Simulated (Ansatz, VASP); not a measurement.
## Two plane-wave programs on Sb

```
CELL_PARAMETERS angstrom
0.00000 4.86488 4.86488
4.86488 0.00000 4.86488
4.86488 4.86488 0.00000
ATOMIC_POSITIONS crystal
Sb 0.39607 0.39607 0.39607
Sb 0.39607 0.39607 0.81180
Sb 0.39607 0.81180 0.39607
Sb 0.81180 0.39607 0.39607
```

Alike in both runs: functional PBE; k mesh 4 × 4 × 4; occupations gaussian, width 0.1 eV; no spin polarisation.

Ansatz relaxed the structure, and its values are those at the end. VASP's run is a single point on that final structure, the one shown.

|  | VASP | Ansatz |
| --- | --- | --- |
| version | VASP 6.6.1 | Ansatz 0.2.0 |
| potentials or method | VASP PAW PBE potentials, release 64 (Sb), cutoff 520 eV | scalar-relativistic, plane waves, PAW |
| valence electrons in the cell | 20 | 60 |

Ansatz gave:

```
gap on the k mesh at the Fermi level (eV) : 1.73
least direct gap on the mesh (eV)         : 1.80
pressure (GPa)                            : 0.0
rms of the force components (eV/Å)        : 0.000
```

Question: What did VASP give for the same quantities?

Answer: gap on the k mesh at the Fermi level (eV): 1.73; least direct gap on the mesh (eV): 1.81; pressure (GPa): 0.1; rms of the force components (eV/Å): 0.037.

VASP's potentials hold 20 valence electrons a cell and Ansatz's 60, so a difference there can come from the potentials and not from the codes.

Neither program's run includes spin-orbit coupling.
